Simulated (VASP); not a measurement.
# LiTlTe2 (P-4m2) in VASP: further runs

The runs below take LiTlTe2 through single point, with r2SCAN, PBE.

All numbers are computed with VASP 6.6.1; they aren't measurements. Logs are shortened: lines on timing, memory, paths and dates and some standing lists are left out, and cuts for length are marked.

## 1. The cell of the first run

It takes space group P-4m2 (No. 115, tetragonal). Conventional cell: a = 4.598 Å, b = 4.598 Å, c = 6.473 Å, α = 90.00°, β = 90.00°, γ = 90.00°. Within 3.6 Å of Li (site symmetry -4m2) lie 4 Te at 2.74 Å. Within 3.6 Å of Te (site symmetry 2mm) lie 2 Li at 2.74 Å and 2 Tl at 2.88 Å. Tl (site symmetry -4m2) has 4 Te at 2.88 Å within 3.8 Å.

## 2. Single point, r2SCAN

File POSCAR:

```
LiTlTe2
1.0
    4.5980007822      0.0000000000      0.0000000000
    0.0000000000      4.5980007822      0.0000000000
    0.0000000000      0.0000000000      6.4734597936
Li Te Tl
1 2 1
Direct
    0.0000000000      0.0000000000      0.0000000000
    0.0000000000      0.5000000000      0.2309160927
    0.5000000000      0.0000000000      0.7690839073
    0.5000000000      0.5000000000      0.5000000000
```

File INCAR.step1:

```
ALGO = Normal ; EDIFF = 1E-4
ENCUT = 520 ; GGA = PE
ISMEAR = 0 ; LASPH = True
LCHARG = False ; LREAL = False
LWAVE = True ; NBANDS = 22
NELM = 60 ; PREC = Accurate
SIGMA = 0.01
```

File INCAR.step2:

```
ALGO = Normal ; EDIFF = 1E-6
ENCUT = 520 ; ISIF = 2
ISMEAR = 0 ; ISTART = 1
LASPH = True ; LCHARG = True
LELF = True ; LMIXTAU = True
LREAL = False ; LVHAR = True
LWAVE = False ; METAGGA = R2SCAN
NBANDS = 22 ; NELM = 60
PREC = Accurate ; SIGMA = 0.01
```

File KPOINTS:

```
k-points
0
Gamma
  4 4 4
```

Potentials or basis: VASP PAW PBE potentials, release 64 (Li_sv, Te, Tl_d).

The run is started by

```console
$ cat potpaw_PBE.64/Li_sv/POTCAR potpaw_PBE.64/Te/POTCAR potpaw_PBE.64/Tl_d/POTCAR > POTCAR
$ cp INCAR.step1 INCAR
$ mpirun -np 1 vasp_std > vasp.out
$ cp INCAR.step2 INCAR
$ mpirun -np 1 vasp_std > vasp.out
```

OUTCAR:

```text
EDIFF = 1E-6
   ENCUT = 520
   ISIF = 2
   ISMEAR = 0
   ISTART = 1
   LASPH = True
   LREAL = False
   METAGGA = R2SCAN
   NELM = 60
   PREC = Accurate

 ion  position               nearest neighbor table
   1  0.000  0.000  0.000-   2 2.74   3 2.74   2 2.74   3 2.74
   2  0.000  0.500  0.231-   1 2.74   1 2.74   4 2.88   4 2.88
   3  0.500  0.000  0.769-   1 2.74   1 2.74   4 2.88   4 2.88
   4  0.500  0.500  0.500-   2 2.88   3 2.88   3 2.88   2 2.88

  LATTYP: Found a simple tetragonal cell.
 ALAT       =     4.5980007822
 C/A-ratio  =     1.4078857530

  Lattice vectors:

 A1 = (   4.5980007822,   0.0000000000,   0.0000000000)
 A2 = (   0.0000000000,   4.5980007822,   0.0000000000)
 A3 = (   0.0000000000,   0.0000000000,   6.4734597936)

Analysis of symmetry for initial positions (statically):
=====================================================================
 Subroutine PRICEL returns:
 Original cell was already a primitive cell.

 Routine SETGRP: Setting up the symmetry group for a
 simple tetragonal supercell.

 Subroutine GETGRP returns: Found  8 space group operations
 (whereof  8 operations were pure point group operations)
 out of a pool of 16 trial point group operations.

The static configuration has the point symmetry D_2d.

Analysis of symmetry for dynamics (positions and initial velocities):
=====================================================================
 Subroutine PRICEL returns:
 Original cell was already a primitive cell.

 Routine SETGRP: Setting up the symmetry group for a
 simple tetragonal supercell.

 Subroutine GETGRP returns: Found  8 space group operations
 (whereof  8 operations were pure point group operations)
 out of a pool of 16 trial point group operations.

The dynamic configuration has the point symmetry D_2d.

 Subroutine INISYM returns: Found  8 space group operations
 (whereof  8 operations are pure point group operations),
 and found     1 'primitive' translations

----------------------------------------------------------------------------------------

                                     Primitive cell

  volume of cell :     136.8594

  direct lattice vectors                    reciprocal lattice vectors
     4.598000782  0.000000000  0.000000000     0.217485826  0.000000000  0.000000000
     0.000000000  4.598000782  0.000000000     0.000000000  0.217485826  0.000000000
     0.000000000  0.000000000  6.473459794     0.000000000  0.000000000  0.154476900

  length of vectors
     4.598000782  4.598000782  6.473459794     0.217485826  0.217485826  0.154476900

  position of ions in fractional coordinates (direct lattice)
     0.000000000  0.000000000  0.000000000
     0.000000000  0.500000000  0.230916093
     0.500000000  0.000000000  0.769083907
     0.500000000  0.500000000  0.500000000

  ion indices of the primitive-cell ions
   primitive index   ion index
                 1           1
                 2           2
                 3           3
                 4           4

----------------------------------------------------------------------------------------

 KPOINTS: k-points

Automatic generation of k-mesh.
 Grid dimensions read from file:
 generate k-points for:    4    4    4

 Generating k-lattice:

  Cartesian coordinates                     Fractional coordinates (reciprocal lattice)
     0.054371457  0.000000000  0.000000000     0.250000000  0.000000000  0.000000000
     0.000000000  0.054371457  0.000000000     0.000000000  0.250000000  0.000000000
     0.000000000  0.000000000  0.038619225     0.000000000  0.000000000  0.250000000

  Length of vectors
     0.054371457  0.054371457  0.038619225

  Shift w.r.t. Gamma in fractional coordinates (k-lattice)
     0.000000000  0.000000000  0.000000000

 Subroutine IBZKPT returns following result:
 ===========================================

 Found     18 irreducible k-points:

 Following reciprocal coordinates:
            Coordinates               Weight
  0.000000  0.000000  0.000000      1.000000
  0.250000  0.000000  0.000000      4.000000
  0.500000  0.000000  0.000000      2.000000
  0.250000  0.250000  0.000000      4.000000
  0.500000  0.250000  0.000000      4.000000
  0.500000  0.500000  0.000000      1.000000
[... 10 lines left out ...]
  0.500000  0.250000  0.500000      4.000000
  0.500000  0.500000  0.500000      1.000000
   k-points           NKPTS =     18   k-points in BZ     NKDIM =     18   number of bands    NBANDS=     22
   number of dos      NEDOS =    301   number of ions     NIONS =      4
   total plane-waves  NPLWV =  62208
   dimension x,y,z NGX =    36 NGY =   36 NGZ =   48
   dimension x,y,z NGXF=    72 NGYF=   72 NGZF=   96
   ions per type =               1   2   1
   NGX,Y,Z   is equivalent  to a cutoff of  13.02, 13.02, 12.33 a.u.
   NGXF,Y,Z  is equivalent  to a cutoff of  26.03, 26.03, 24.65 a.u.
 SYSTEM =  unknown system
   PREC   = accura    normal or accurate (medium, high low for compatibility)
   ISTART =      1    job   : 0-new  1-cont  2-samecut
   ICHARG =      0    charge: 1-file 2-atom 10-const
   ISPIN  =      1    spin polarized calculation?
   LNONCOLLINEAR =      F non collinear calculations
   LSORBIT =      F    spin-orbit coupling
   LASPH  =      T    aspherical Exc in radial PAW
   ENCUT  =  520.0 eV  38.22 Ry    6.18 a.u.   8.55  8.55 12.04*2*pi/ulx,y,z
   NELM   =     60;   NELMIN=  2; NELMDL=  0     # of ELM steps
   EDIFF  = 0.1E-05   stopping-criterion for ELM
   LREAL  =      F    real-space projection
   EDIFFG = 0.1E-04   stopping-criterion for IOM
   NSW    =      0    number of steps for IOM
   IBRION =     -1    ionic relax: 0-MD 1-quasi-New 2-CG
   NFREE  =      0    steps in history (QN), initial steepest desc. (CG)
   ISIF   =      2    stress and relaxation
   ISYM   =      2    0-nonsym 1-usesym 2-fastsym
   POTIM  = 0.5000    time-step for ionic-motion
   TEBEG  =    0.0;   TEEND  =   0.0 temperature during run
   PSTRESS=    0.0 pullay stress
   NELECT =      28.0000    total number of electrons
   NUPDOWN=      -1.0000    fix difference up-down
   EMIN   =  10.00;   EMAX   =-10.00  energy-range for DOS
   EFERMI =   0.00;   METHOD = LEGACY
   ISMEAR =     0;   SIGMA  =   0.01  broadening in eV -4-tet -1-fermi 0-gaus
   EFERMI_NEDOS =   21; number of points for ismear=-14 and -15
   IALGO  =     38    algorithm
   IMIX   =      4    mixing-type and parameters
     AMIX     =   0.40;   BMIX     =  1.00
     AMIX_MAG =   1.60;   BMIX_MAG =  1.00
  volume/ion in A,a.u.               =      34.21       230.89
  Fermi-wavevector in a.u.,A,eV,Ry     =   0.964649  1.822922 12.660871  0.930548
  Thomas-Fermi vector in A             =   2.094298
   LORBIT       =      0    0 simple, 1 ext, 2 COOP (PROOUT), +10 PAW based schemes
   METAGGA = R2SCAN    functional components
   LHFCALC =     F    Hartree Fock is set to
   AEXX    =    0.0000 exact exchange contribution
   IVDW    =     0    specifies the selected vdW correction
   LEPSILON=     F    determine dielectric tensor
   LRPA    =     F    only Hartree local field effects (RPA)
 non-spin polarized calculation
 Gauss-broadening in eV      SIGMA  =   0.01
  energy-cutoff  :      520.00
  volume of cell :      136.86
 maximum number of plane-waves:      3700
 NGX is ok and might be reduce to    36
   NGX = 17   NGY = 17   NGZ = 25

 number of electron      28.0000006 magnetization

 Free energy of the ion-electron system (eV)
  ---------------------------------------------------
  ext. energy  EPLUGINS =         0.00000000
  ---------------------------------------------------
  free energy    TOTEN  =      -108.57555831 eV

  energy without entropy =     -108.57555831  energy(sigma->0) =     -108.57555831

 E-fermi :   2.6977     XC(G=0):  -8.4720

 val. band max:        2.5383367325   @ k =   0.0000   0.0000   0.0000
 cond. band min:       2.9262051142   @ k =   0.0000   0.0000   0.0000
 fundamental gap:      0.3878683817
 Fermi energy:         2.6976986766

 k-point     1 :       0.0000    0.0000    0.0000
  band No.  band energies     occupation
      1     -44.1791      2.00000
      2      -9.3210      2.00000
      3      -8.9722      2.00000
      4      -8.9722      2.00000
      5      -8.8909      2.00000
      6      -8.7992      2.00000
[... 14 lines left out ...]
     21      10.6439      0.00000
     22      12.4867      0.00000

 k-point     2 :       0.2500    0.0000    0.0000
  band No.  band energies     occupation
      1     -44.1791      2.00000
      2      -9.3265      2.00000
      3      -9.1557      2.00000
      4      -8.9700      2.00000
      5      -8.8699      2.00000
      6      -8.8088      2.00000
[... 14 lines left out ...]
     21      10.8202      0.00000
     22      10.8632      0.00000

 k-point     3 :       0.5000    0.0000    0.0000
  band No.  band energies     occupation
      1     -44.1791      2.00000
      2      -9.3563      2.00000
      3      -9.1997      2.00000
      4      -8.9678      2.00000
      5      -8.8624      2.00000
      6      -8.8184      2.00000
[... 14 lines left out ...]
     21       9.7500      0.00000
     22      10.4156      0.00000

 k-point     4 :       0.2500    0.2500    0.0000
  band No.  band energies     occupation
      1     -44.1791      2.00000
      2      -9.3212      2.00000
      3      -9.2403      2.00000
      4      -8.9461      2.00000
      5      -8.8612      2.00000
      6      -8.8198      2.00000
[... 14 lines left out ...]
     21       9.6726      0.00000
     22      10.0680      0.00000

 k-point     5 :       0.5000    0.2500    0.0000
  band No.  band energies     occupation
      1     -44.1790      2.00000
      2      -9.3442      2.00000
      3      -9.2724      2.00000
      4      -8.9260      2.00000
      5      -8.8534      2.00000
      6      -8.8305      2.00000
[... 267 lines left out ...]
 k-point    16 :       0.2500    0.2500    0.5000
  band No.  band energies     occupation
      1     -44.1791      2.00000
      2      -9.3459      2.00000
      3      -9.2233      2.00000
      4      -8.9467      2.00000
      5      -8.8571      2.00000
      6      -8.8196      2.00000
[... 14 lines left out ...]
     21       9.4683      0.00000
     22      10.3294      0.00000

 k-point    17 :       0.5000    0.2500    0.5000
  band No.  band energies     occupation
      1     -44.1790      2.00000
      2      -9.3519      2.00000
      3      -9.2761      2.00000
      4      -8.9264      2.00000
      5      -8.8502      2.00000
      6      -8.8303      2.00000
[... 14 lines left out ...]
     21      10.1485      0.00000
     22      10.8792      0.00000

 k-point    18 :       0.5000    0.5000    0.5000
  band No.  band energies     occupation
      1     -44.1790      2.00000
      2      -9.3391      2.00000
      3      -9.3391      2.00000
      4      -8.8874      2.00000
      5      -8.8444      2.00000
      6      -8.8421      2.00000
[... 14 lines left out ...]
     21       9.6366      0.00000
     22      10.6716      0.00000

------------------------ aborting loop because EDIFF is reached ----------------------------------------

  FORCE on cell =-STRESS in cart. coord.  units (eV):
  Direction    XX          YY          ZZ          XY          YZ          ZX
  --------------------------------------------------------------------------------------
  -------------------------------------------------------------------------------------
  Total        0.0500037      0.0500037     -0.0749005      0.0000000      0.0000000      0.0000000
  in kB        0.5853802      0.5853802     -0.8768407      0.0000000      0.0000000      0.0000000
  external PRESSURE =       0.0979732 kB  Pullay stress =       0.0000000 kB

 VOLUME and BASIS-vectors are now :
 -----------------------------------------------------------------------------
  energy-cutoff  :      520.00
  volume of cell :      136.86
      direct lattice vectors                 reciprocal lattice vectors
     4.598000782  0.000000000  0.000000000     0.217485826  0.000000000  0.000000000
     0.000000000  4.598000782  0.000000000     0.000000000  0.217485826  0.000000000
     0.000000000  0.000000000  6.473459794     0.000000000  0.000000000  0.154476900

 POSITION                                       TOTAL-FORCE (eV/Angst)
 -----------------------------------------------------------------------------------
      0.00000      0.00000      0.00000         0.000000     -0.000000      0.000000
      0.00000      2.29900      1.49483        -0.000000     -0.000000     -0.002829
      2.29900      0.00000      4.97863        -0.000000     -0.000000      0.002829
      2.29900      2.29900      3.23673        -0.000000      0.000000      0.000000
 -----------------------------------------------------------------------------------
    total drift:                                0.000000      0.000000      0.000000

  FREE ENERGIE OF THE ION-ELECTRON SYSTEM (eV)
  ---------------------------------------------------
  free  energy   TOTEN  =      -108.5755583133 eV

  energy  without entropy=     -108.5755583133  energy(sigma->0) =     -108.57555831
```

Run time: 3.6 min. Hardware: 1 thread of Oxide Virtual Turin-like, shared host; peak memory 0.25 GiB.

Results:

```
Free energy            : -108.5756 eV
Band gap on the k mesh : 0.39 eV
```

Forces in eV/Å, atoms in the order of the input:
```
Li   0.000  0.000  0.000
Te   0.000  0.000 -0.003
Te   0.000  0.000  0.003
Tl   0.000  0.000  0.000
```

Caveat: the cutoff is under 1.25 times the usual one of these potentials, so pressure, stress and relaxed cells hold a basis-set (Pulay) error; the PAW data sets were made with another functional, which shifts forces and pressure a little; spin-orbit coupling is left out, which moves the levels of the heavy elements. A k mesh can miss the band edges.

## 3. Single point, PBE, non-collinear spin, zero start, spin-orbit coupling

File INCAR:

```
SYSTEM = LiTlTe2
ALGO     = Normal         ! electronic algorithm
EDIFF    = 1E-7           ! SCF threshold, eV
ENCUT    = 520            ! plane-wave cutoff, eV
GGA      = PE             ! functional
GGA_COMPAT= .FALSE.      
ISIF     = 2              ! what is computed and relaxed
ISMEAR   = -1             ! smearing method
LASPH    = .TRUE.         ! aspherical terms in the spheres
LCHARG   = .TRUE.         ! write CHGCAR
LNONCOLLINEAR= .TRUE.         ! non-collinear magnetism
LORBIT   = 11             ! projections on sites
LORBMOM  = .TRUE.       
LREAL    = .FALSE.        ! projectors in reciprocal space
LSORBIT  = .TRUE.         ! spin-orbit coupling
LVHAR    = .TRUE.       
LWAVE    = .FALSE.        ! write WAVECAR
MAGMOM   = 0 0 0 0 0 0 0 0 0 0 0 0 ! initial moments
NBANDS   = 42             ! bands
NELM     = 150            ! most SCF steps
PREC     = Accurate       ! precision mode
SIGMA    = 0.02           ! smearing width, eV
```

File KPOINTS:

```
k-points
0
G
  4 4 4
  0 0 0
```

POSCAR is that of step 2.

Potentials or basis: VASP PAW PBE potentials, release 64 (Li_sv, Te, Tl_d).

The run is started by

```console
$ cat potpaw_PBE.64/Li_sv/POTCAR potpaw_PBE.64/Te/POTCAR potpaw_PBE.64/Tl_d/POTCAR > POTCAR
$ mpirun -np 1 vasp_ncl > vasp.out
```

Run time: 4.3 min. Hardware: 1 thread of Oxide Virtual Turin-like, shared host; peak memory 0.56 GiB.

It converged, with:

```yaml
Free_energy: -12.6648 eV
Largest_force: 0.173 eV/Å
Net_moment: 0.00 μB per cell
Valence_electrons_inside_the_program's_atomic_spheres: Li 2.07; Te 3.40; Tl 11.23
```

Forces on the atoms (eV/Å):
```
Li   0.000  0.000  0.000
Te   0.000  0.000 -0.173
Te   0.000  0.000  0.173
Tl   0.000  0.000  0.000
```

Moments on the atoms (μB; x, y, z):
```
Li  0.00 0.00 0.00
Te  0.00 0.00 0.00
Te  0.00 0.00 0.00
Tl  0.00 0.00 0.00
```

Caveat: the cutoff is under 1.25 times the usual one of these potentials, so pressure, stress and relaxed cells hold a basis-set (Pulay) error.
